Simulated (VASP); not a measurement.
# Mg (P6_3/mmc) in VASP: further runs

The runs below take Mg through single point, relaxation of cell and atoms, with LDA.

Everything below comes from runs of VASP 6.6.1. Logs are shortened: lines on timing, memory, paths and dates and some standing lists are left out, and cuts for length are marked.

### Step 1. The cell of the first run

Symmetry: P6_3/mmc, No. 194, hexagonal system. Conventional cell: a = 3.129 Å, b = 3.129 Å, c = 5.100 Å, α = 90.00°, β = 90.00°, γ = 120.00°. Within 4.1 Å of Mg (site symmetry -6m2) lie 12 Mg at 3.13 Å.

### Step 2. Single point, LDA

File INCAR:

```
SYSTEM = Mg
ALGO     = Normal         ! electronic algorithm
EDIFF    = 1E-7           ! SCF threshold, eV
ENCUT    = 520            ! plane-wave cutoff, eV
ISIF     = 2              ! what is computed and relaxed
ISMEAR   = 1              ! smearing method
LASPH    = .True.         ! aspherical terms in the spheres
LCHARG   = .True.         ! write CHGCAR
LELF     = .True.         ! ELF
LREAL    = .False.        ! projectors in reciprocal space
LVHAR    = .True.       
LWAVE    = .False.        ! write WAVECAR
NBANDS   = 9              ! bands
NELM     = 60             ! most SCF steps
PREC     = Accurate       ! precision mode
SIGMA    = 0.1            ! smearing width, eV
```

File KPOINTS:

```
k-points
0
Gamma
  9 9 5
  0 0 0
```

File POSCAR:

```
Mg
1.0
    3.1289767877      0.0000000000      0.0000000000
   -1.5644883939      2.7097733860      0.0000000000
    0.0000000000      0.0000000000      5.1000735523
Mg
2
Direct
    0.3333333333      0.6666666667      0.2500000000
    0.6666666667      0.3333333333      0.7500000000
```

Potentials or basis: VASP PAW LDA potentials, release 64 (Mg).

On the command line:

```console
$ cat potpaw_LDA.64/Mg/POTCAR > POTCAR
$ mpirun -np 1 vasp_std > vasp.out
```

OUTCAR:

```text
SYSTEM = Mg
   EDIFF = 1E-7
   ENCUT = 520
   ISIF = 2
   ISMEAR = 1
   LASPH = .True.
   LREAL = .False.
   NELM = 60
   PREC = Accurate

 ion  position               nearest neighbor table
   1  0.333  0.667  0.250-   2 3.13   2 3.13   2 3.13   2 3.13   2 3.13   2 3.13
   2  0.667  0.333  0.750-   1 3.13   1 3.13   1 3.13   1 3.13   1 3.13   1 3.13

  LATTYP: Found a hexagonal cell.
 ALAT       =     3.1289767877
 C/A-ratio  =     1.6299493088

  Lattice vectors:

 A1 = (   3.1289767877,   0.0000000000,   0.0000000000)
 A2 = (  -1.5644883939,   2.7097733860,   0.0000000000)
 A3 = (   0.0000000000,   0.0000000000,   5.1000735523)

Analysis of symmetry for initial positions (statically):
=====================================================================
 Subroutine PRICEL returns:
 Original cell was already a primitive cell.

 Routine SETGRP: Setting up the symmetry group for a
 hexagonal supercell.

 Subroutine GETGRP returns: Found 24 space group operations
 (whereof 12 operations were pure point group operations)
 out of a pool of 24 trial point group operations.

The static configuration has the point symmetry D_3d.
 The point group associated with its full space group is D_6h.

Analysis of symmetry for dynamics (positions and initial velocities):
=====================================================================
 Subroutine PRICEL returns:
 Original cell was already a primitive cell.

 Routine SETGRP: Setting up the symmetry group for a
 hexagonal supercell.

 Subroutine GETGRP returns: Found 24 space group operations
 (whereof 12 operations were pure point group operations)
 out of a pool of 24 trial point group operations.

The dynamic configuration has the point symmetry D_3d.
 The point group associated with its full space group is D_6h.

 Subroutine INISYM returns: Found 24 space group operations
 (whereof 12 operations are pure point group operations),
 and found     1 'primitive' translations

----------------------------------------------------------------------------------------

                                     Primitive cell

  volume of cell :      43.2426

  direct lattice vectors                    reciprocal lattice vectors
     3.128976788  0.000000000  0.000000000     0.319593295  0.184517275  0.000000000
    -1.564488394  2.709773386  0.000000000     0.000000000  0.369034549  0.000000000
     0.000000000  0.000000000  5.100073552     0.000000000  0.000000000  0.196075604

  length of vectors
     3.128976788  3.128976788  5.100073552     0.369034549  0.369034549  0.196075604

  position of ions in fractional coordinates (direct lattice)
     0.333333333  0.666666667  0.250000000
     0.666666667  0.333333333  0.750000000

  ion indices of the primitive-cell ions
   primitive index   ion index
                 1           1
                 2           2

----------------------------------------------------------------------------------------

 KPOINTS: k-points

Automatic generation of k-mesh.
 Grid dimensions read from file:
 generate k-points for:    9    9    5

 Generating k-lattice:

  Cartesian coordinates                     Fractional coordinates (reciprocal lattice)
     0.035510366  0.020501919  0.000000000     0.111111111  0.000000000  0.000000000
     0.000000000  0.041003839  0.000000000     0.000000000  0.111111111  0.000000000
     0.000000000  0.000000000  0.039215121     0.000000000  0.000000000  0.200000000

  Length of vectors
     0.041003839  0.041003839  0.039215121

  Shift w.r.t. Gamma in fractional coordinates (k-lattice)
     0.000000000  0.000000000  0.000000000

 Subroutine IBZKPT returns following result:
 ===========================================

 Found     36 irreducible k-points:

 Following reciprocal coordinates:
            Coordinates               Weight
  0.000000  0.000000  0.000000      1.000000
  0.111111  0.000000  0.000000      6.000000
  0.222222 -0.000000  0.000000      6.000000
  0.333333 -0.000000  0.000000      6.000000
  0.444444 -0.000000  0.000000      6.000000
  0.111111  0.111111  0.000000      6.000000
[... 16 lines left out ...]
  0.333333  0.222222  0.200000     24.000000
  0.333333  0.333333  0.200000      4.000000
 [... further k-points ...]
   k-points           NKPTS =     36   k-points in BZ     NKDIM =     36   number of bands    NBANDS=      9
   number of dos      NEDOS =    301   number of ions     NIONS =      2
   total plane-waves  NPLWV =  23040
   dimension x,y,z NGX =    24 NGY =   24 NGZ =   40
   dimension x,y,z NGXF=    48 NGYF=   48 NGZF=   80
   ions per type =               2
   NGX,Y,Z   is equivalent  to a cutoff of  12.75, 12.75, 13.04 a.u.
   NGXF,Y,Z  is equivalent  to a cutoff of  25.50, 25.50, 26.08 a.u.
 SYSTEM =  Mg
   PREC   = accura    normal or accurate (medium, high low for compatibility)
   ISTART =      0    job   : 0-new  1-cont  2-samecut
   ICHARG =      2    charge: 1-file 2-atom 10-const
   ISPIN  =      1    spin polarized calculation?
   LNONCOLLINEAR =      F non collinear calculations
   LSORBIT =      F    spin-orbit coupling
   LASPH  =      T    aspherical Exc in radial PAW
   ENCUT  =  520.0 eV  38.22 Ry    6.18 a.u.   5.82  5.82  9.48*2*pi/ulx,y,z
   NELM   =     60;   NELMIN=  2; NELMDL= -5     # of ELM steps
   EDIFF  = 0.1E-06   stopping-criterion for ELM
   LREAL  =      F    real-space projection
   EDIFFG = 0.1E-05   stopping-criterion for IOM
   NSW    =      0    number of steps for IOM
   IBRION =     -1    ionic relax: 0-MD 1-quasi-New 2-CG
   NFREE  =      0    steps in history (QN), initial steepest desc. (CG)
   ISIF   =      2    stress and relaxation
   ISYM   =      2    0-nonsym 1-usesym 2-fastsym
   POTIM  = 0.5000    time-step for ionic-motion
   TEBEG  =    0.0;   TEEND  =   0.0 temperature during run
   PSTRESS=    0.0 pullay stress
   NELECT =       4.0000    total number of electrons
   NUPDOWN=      -1.0000    fix difference up-down
   EMIN   =  10.00;   EMAX   =-10.00  energy-range for DOS
   EFERMI =   0.00;   METHOD = LEGACY
   ISMEAR =     1;   SIGMA  =   0.10  broadening in eV -4-tet -1-fermi 0-gaus
   EFERMI_NEDOS =   21; number of points for ismear=-14 and -15
   IALGO  =     38    algorithm
   IMIX   =      4    mixing-type and parameters
     AMIX     =   0.40;   BMIX     =  1.00
     AMIX_MAG =   1.60;   BMIX_MAG =  1.00
  volume/ion in A,a.u.               =      21.62       145.91
  Fermi-wavevector in a.u.,A,eV,Ry     =   0.740385  1.399125  7.458304  0.548170
  Thomas-Fermi vector in A             =   1.834774
   LORBIT       =      0    0 simple, 1 ext, 2 COOP (PROOUT), +10 PAW based schemes
   GGA     = CA    functional components
   LHFCALC =     F    Hartree Fock is set to
   AEXX    =    0.0000 exact exchange contribution
   IVDW    =     0    specifies the selected vdW correction
   LEPSILON=     F    determine dielectric tensor
   LRPA    =     F    only Hartree local field effects (RPA)
 non-spin polarized calculation
 Methfessel and Paxton  Order N= 1 SIGMA  =   0.10
  energy-cutoff  :      520.00
  volume of cell :       43.24
 maximum number of plane-waves:      1183
 NGX is ok and might be reduce to    24
   NGX = 11   NGY = 11   NGZ = 19

 number of electron       4.0000000 magnetization

 Free energy of the ion-electron system (eV)
  ---------------------------------------------------
  ext. energy  EPLUGINS =         0.00000000
  ---------------------------------------------------
  free energy    TOTEN  =        -3.61506511 eV

  energy without entropy =       -3.61577053  energy(sigma->0) =       -3.61530025

 E-fermi :   2.7493     XC(G=0):  -8.8752

 val. band max:        2.7379750476   @ k =   0.4444  -0.0000   0.4000
 cond. band min:       2.8417814370   @ k =   0.4444   0.1111   0.4000
 fundamental gap:      0.1038063894
 Fermi energy:         2.7493468433

 k-point     1 :       0.0000    0.0000    0.0000
  band No.  band energies     occupation
      1      -4.3934      2.00000
      2       1.0176      2.00000
      3       1.4754      2.00000
      4      14.0740      0.00000
      5      14.0740      0.00000
      6      14.2511      0.00000
      7      14.2511      0.00000
      8      14.9250      0.00000
      9      16.7682      0.00000

 k-point     2 :       0.1111    0.0000    0.0000
  band No.  band energies     occupation
      1      -4.1403      2.00000
      2       1.2470      2.00000
      3       1.7206      2.00000
      4      10.8829      0.00000
      5      12.4974      0.00000
      6      13.2908      0.00000
      7      15.7074      0.00000
      8      15.7515      0.00000
      9      16.1059      0.00000

 k-point     3 :       0.2222   -0.0000    0.0000
  band No.  band energies     occupation
      1      -3.3853      2.00000
      2       1.9362      2.00000
      3       2.4350      2.00008
      4       7.5264      0.00000
      5      11.2483      0.00000
      6      11.5205      0.00000
      7      12.3550      0.00000
      8      13.8768      0.00000
      9      15.8285      0.00000

 k-point     4 :       0.3333   -0.0000    0.0000
  band No.  band energies     occupation
      1      -2.1410      2.00000
      2       3.0871     -0.00002
      3       3.3664     -0.00000
      4       4.7766      0.00000
      5       9.3566      0.00000
      6       9.5164      0.00000
      7      10.4179      0.00000
      8      12.2542      0.00000
      9      14.8756      0.00000

 k-point     5 :       0.4444   -0.0000    0.0000
  band No.  band energies     occupation
      1      -0.4296      2.00000
      2       1.7002      2.00000
      3       4.6970     -0.00000
      4       5.4408      0.00000
      5       6.8122      0.00000
      6       7.4027      0.00000
      7      10.0039      0.00000
      8      11.5165      0.00000
      9      14.3929      0.00000

 k-point     6 :       0.1111    0.1111    0.0000
  band No.  band energies     occupation
      1      -3.6362      2.00000
      2       1.7063      2.00000
      3       2.2016      2.00000
      4       9.1354      0.00000
      5       9.5229      0.00000
      6      13.8467      0.00000
      7      14.1581      0.00000
      8      14.6131      0.00000
      9      14.7690      0.00000
[... 169 lines left out ...]
 k-point    21 :       0.4444    0.1111    0.2000
  band No.  band energies     occupation
      1       0.9599      2.00000
      2       1.0008      2.00000
      3       4.2763     -0.00000
      4       4.2804     -0.00000
      5       7.1877      0.00000
      6       8.4258      0.00000
      7       9.3770      0.00000
      8      10.8239      0.00000
      9      14.0114      0.00000

 k-point    22 :       0.2222    0.2222    0.2000
  band No.  band energies     occupation
      1      -1.1792      2.00000
      2       2.0771      2.00000
      3       5.1575      0.00000
      4       5.1658      0.00000
      5       6.7651      0.00000
      6       8.6190      0.00000
      7       8.8079      0.00000
      8      12.7922      0.00000
      9      13.1153      0.00000

 k-point    23 :       0.3333    0.2222    0.2000
  band No.  band energies     occupation
      1       0.5103      2.00000
      2       2.5599      2.02217
      3       3.7794     -0.00000
      4       4.8078      0.00000
      5       6.0572      0.00000
      6       7.8078      0.00000
      7       8.7738      0.00000
      8      10.5600      0.00000
      9      12.5641      0.00000

 k-point    24 :       0.3333    0.3333    0.2000
  band No.  band energies     occupation
      1       2.3519      2.00000
      2       2.3903      2.00000
      3       2.3903      2.00000
      4       5.5402      0.00000
      5       5.9154      0.00000
      6       5.9154      0.00000
      7       9.8624      0.00000
      8      10.5450      0.00000
      9      10.5450      0.00000

 [... further k-points ...]

------------------------ aborting loop because EDIFF is reached ----------------------------------------

  FORCE on cell =-STRESS in cart. coord.  units (eV):
  Direction    XX          YY          ZZ          XY          YZ          ZX
  --------------------------------------------------------------------------------------
  -------------------------------------------------------------------------------------
  Total       -0.1133720     -0.1133720     -0.1133544      0.0000000      0.0000000      0.0000000
  in kB       -4.2005363     -4.2005363     -4.1998825      0.0000000      0.0000000      0.0000000
  external PRESSURE =      -4.2003183 kB  Pullay stress =       0.0000000 kB

 VOLUME and BASIS-vectors are now :
 -----------------------------------------------------------------------------
  energy-cutoff  :      520.00
  volume of cell :       43.24
      direct lattice vectors                 reciprocal lattice vectors
     3.128976788  0.000000000  0.000000000     0.319593295  0.184517275  0.000000000
    -1.564488394  2.709773386  0.000000000     0.000000000  0.369034549  0.000000000
     0.000000000  0.000000000  5.100073552     0.000000000  0.000000000  0.196075604

 POSITION                                       TOTAL-FORCE (eV/Angst)
 -----------------------------------------------------------------------------------
     -0.00000      1.80652      1.27502         0.000000     -0.000000      0.000000
      1.56449      0.90326      3.82506        -0.000000      0.000000      0.000000
 -----------------------------------------------------------------------------------
    total drift:                               -0.000000      0.000000     -0.000000

  FREE ENERGIE OF THE ION-ELECTRON SYSTEM (eV)
  ---------------------------------------------------
  free  energy   TOTEN  =        -3.6150651083 eV

  energy  without entropy=       -3.6157705269  energy(sigma->0) =       -3.61530025
```

Run time: 4.8 s. Hardware: 1 thread of Intel Xeon 6975P-C (Granite Rapids), shared host; peak memory 0.14 GiB.

What came out:

- Free energy: -3.6151 eV
- Pressure: -0.4 GPa
- Band gap on the k mesh: zero (bands 2 and 3 overlap by 2.30 eV)

Levels at points of the mesh, in eV from the Fermi level:
```
           k point  band 1  band 2  band 3  band 4  band 5
(0.00, 0.00, 0.00)   -7.14   -1.73   -1.27   11.32   11.32
```

### Step 3. Relaxation of cell and atoms, LDA

This run uses another cell than the first one, of 23.24 Å³/atom.

File INCAR:

```
SYSTEM = Mg
PREC = Accurate ; ENCUT = 600
EDIFF = 1E-6 ; ISMEAR = 1
SIGMA = 0.1 ; LREAL = .FALSE.
LASPH = .TRUE. ; NELM = 80
ALGO = Normal ; ISIF = 3
LWAVE = .FALSE. ; LCHARG = .FALSE.
GGA = CA ; IBRION = 2
NSW = 80 ; EDIFFG = -0.02
```

File KPOINTS:

```
Automatic mesh
0
G
  9 9 5
  0 0 0
```

File POSCAR:

```
Mg
1.0
    3.2093000000      0.0000000000      0.0000000000
   -1.6046500000      2.7793350000      0.0000000000
    0.0000000000      0.0000000000      5.2103000000
Mg
2
Direct
    0.3333333333      0.6666666667      0.2500000000
    0.6666666667      0.3333333333      0.7500000000
```

Potentials or basis: VASP PAW LDA potentials, release 64 (Mg).

On the command line:

```console
$ cat potpaw_LDA.64/Mg/POTCAR > POTCAR
$ mpirun -np 1 vasp_std > vasp.out
```

Wall time 13 s (1 thread of Intel Xeon 6975P-C (Granite Rapids), shared host); peak memory 0.16 GiB.

The run converged. Its results:

* Free energy: -3.6158 eV
* Relaxed volume: 21.37 Å³/atom
* Relaxed cell: a = 3.118 Å, b = 3.118 Å, c = 5.079 Å, α = 90.00°, β = 90.00°, γ = 120.00°
* Space group after relaxing (to 0.1 Å): P6_3/mmc (No. 194)
* Energy gained by relaxing: 17.7 meV/atom
* Ionic steps: 5
* Pressure after relaxing: 0.1 GPa
* Band gap on the k mesh: zero (bands 2 and 3 overlap by 2.30 eV)

The path:
| step | energy change (eV) | largest force (eV/Å) | pressure (GPa) | volume (Å³) |
| --- | --- | --- | --- | --- |
| 1 | 0.0000 | 0.0000 | -2.87 | 46.47 |
| 2 | -0.0328 | 0.0000 | -0.86 | 43.73 |
| 3 | -0.0353 | 0.0000 | -0.03 | 42.84 |
| 4 | -0.0353 | 0.0000 | 0.04 | 42.77 |
| 5 | -0.0355 | 0.0000 | 0.05 | 42.75 |

Final structure:
```
CELL_PARAMETERS angstrom
3.11752 0.00000 0.00000
-1.55876 2.69986 0.00000
0.00000 0.00000 5.07902
ATOMIC_POSITIONS crystal
Mg 0.33333 0.66667 0.25000
Mg 0.66667 0.33333 0.75000
```

Levels at points of the mesh, in eV from the Fermi level:
| k point | band 1 | band 2 | band 3 | band 4 | band 5 | band 6 |
| --- | --- | --- | --- | --- | --- | --- |
| (0.00, 0.00, 0.00) | -7.20 | -1.75 | -1.27 | 11.39 | 11.39 | 11.59 |

LDA usually gives volumes a few per cent too small. Zero-point motion and thermal expansion aren't in these numbers.
